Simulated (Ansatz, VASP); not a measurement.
## Two plane-wave programs on ReS

The input POSCAR:

```
ReS
1.0
    0.0000000000      2.6046948912      2.6046948912
    2.6046948912      0.0000000000      2.6046948912
    2.6046948912      2.6046948912      0.0000000000
Re S
1 1
Direct
    0.0000000000      0.0000000000      0.0000000000
    0.2500000000      0.2500000000      0.2500000000
```

File INCAR.step1:

```
SYSTEM = ReS
  PREC = Accurate
  ENCUT = 520
  ISMEAR = 0
  SIGMA = 0.05
  LREAL = .False.
  LASPH = .True.
  NELM = 150
  ISPIN = 2
  MAGMOM = -0.13 0
  LMAXMIX = 4
  NBANDS = 18
  GGA = PE
  ALGO = Normal
  EDIFF = 1E-4
  LWAVE = .True.
  LCHARG = .False.
```

File INCAR.step2:

```
SYSTEM = ReS
  PREC = Accurate
  ENCUT = 520
  EDIFF = 1E-6
  ISMEAR = 0
  SIGMA = 0.05
  LREAL = .False.
  LASPH = .True.
  NELM = 150
  ALGO = Normal
  ISIF = 2
  LWAVE = .False.
  LCHARG = .True.
  ISPIN = 2
  MAGMOM = -0.13 0
  LORBIT = 11
  LMAXMIX = 4
  METAGGA = R2SCAN
  LMIXTAU = .True.
  LELF = .True.
  LVHAR = .True.
  NBANDS = 18
  ISTART = 1
```

KPOINTS

```
Automatic mesh
0
Gamma
  12 12 12
  0 0 0
```

Input for Ansatz:

```yaml
crystal:
  lattice:
    - [0.0, 2.6046948912, 2.6046948912]
    - [2.6046948912, 0.0, 2.6046948912]
    - [2.6046948912, 2.6046948912, 0.0]
  atoms:
    - { symbol: Re, position: [0.0, 0.0, 0.0], spin: -0.13 }
    - { symbol: S, position: [0.25, 0.25, 0.25] }
basis:
  ecutwfc: 500
  ecutrho_ratio: 4
kpoints:
  mp_grid: { grid: [12, 12, 12] }
hamiltonian:
  xc: r2scan
scf:
  occupations: { method: gaussian, width: 0.05 }
output:
  forces: true
  stress: true
  eigenvalues: true
  populations: true
magnetization:
  spin_polarized: true
```

Alike in both runs: task single point; functional r2SCAN; k mesh 12 × 12 × 12; occupations gaussian, width 0.05 eV; collinear spin.

|  | VASP | Ansatz |
| --- | --- | --- |
| version | VASP 6.6.1 | Ansatz 0.2.0 |
| potentials or method | VASP PAW PBE potentials, release 64 (Re, S), cutoff 520 eV | scalar-relativistic, plane waves, PAW |
| valence electrons in the cell | 13 | 21 |

```csv
,VASP,Ansatz,Ansatz less VASP
gap on the k mesh at the Fermi level (eV),none,none,-
pressure (GPa),1.6,0.0,-1.64
net moment per atom (μB),0.11,0.10,-0.003
size of the moment on the site where the two differ most (μB),0.20,0.12,-0.083
```

VASP's potentials were made for PBE, not for r2SCAN. Site moments also hang on the region over which each program counts them. A gap of «none» marks a metal or a gap that the smearing closes. With one functional, cell and mesh, what is left measures potentials, basis and numerics. VASP's potentials hold 13 valence electrons a cell and Ansatz's 21, so a difference there can come from the potentials and not from the codes. Ansatz's warnings: stability check not made.

Spin-orbit coupling is off throughout.
